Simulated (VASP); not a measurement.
The system is Al.

```xyz
8
Lattice="5.1022 0.0000 0.0000 0.0000 5.1022 0.0000 0.0000 0.0000 5.1022" Properties=species:S:1:pos:R:3 pbc="T T T"
Al    0.0000    0.0000    0.0000
Al    2.5511    2.5511    2.5511
Al    1.2755    0.0000    2.5511
Al    3.8266    0.0000    2.5511
Al    2.5511    1.2755    0.0000
Al    2.5511    3.8266    0.0000
Al    0.0000    2.5511    1.2755
Al    0.0000    2.5511    3.8266
```

- Program: VASP 6.6.1
- Task: relaxation of cell and atoms
- Functional: RPBE
- Potentials or basis: VASP PAW PBE potentials, release 64 (Al)
- Cutoff: 600 eV
- k mesh: 5 × 5 × 5
- Occupations: fermi-dirac, width 0.1 eV
- Spin: no spin polarisation

At the start: pressure 2.8 GPa; volume 16.60 Å³/atom.

Problem. How do energy, volume and symmetry change on relaxing?

Solution. Over 3 steps the energy falls by 5.0 meV/atom and the volume is 17.21 Å³/atom (+3.6 %); space group Pm-3n (No. 223, to 0.05 Å).

The path:
```
step  energy change (eV)  largest force (eV/Å)  pressure (GPa)  volume (Å³)
   1              0.0000                0.0000            2.75       132.82
   2             -0.0393                0.0000           -0.35       138.37
   3             -0.0401                0.0000            0.01       137.66
```

Final structure:
```yaml
crystal:
  lattice:
    - [5.16341, 0.00000, 0.00000]
    - [0.00000, 5.16341, 0.00000]
    - [0.00000, 0.00000, 5.16341]
  atoms:
    - { symbol: Al, position: [0.00000, 0.00000, 0.00000] }
    - { symbol: Al, position: [0.50000, 0.50000, 0.50000] }
    - { symbol: Al, position: [0.25000, 0.00000, 0.50000] }
    - { symbol: Al, position: [0.75000, 0.00000, 0.50000] }
    - { symbol: Al, position: [0.50000, 0.25000, 0.00000] }
    - { symbol: Al, position: [0.50000, 0.75000, 0.00000] }
    - { symbol: Al, position: [0.00000, 0.50000, 0.25000] }
    - { symbol: Al, position: [0.00000, 0.50000, 0.75000] }
```

Caveat: the PAW data sets were made with another functional, which shifts forces and pressure a little.
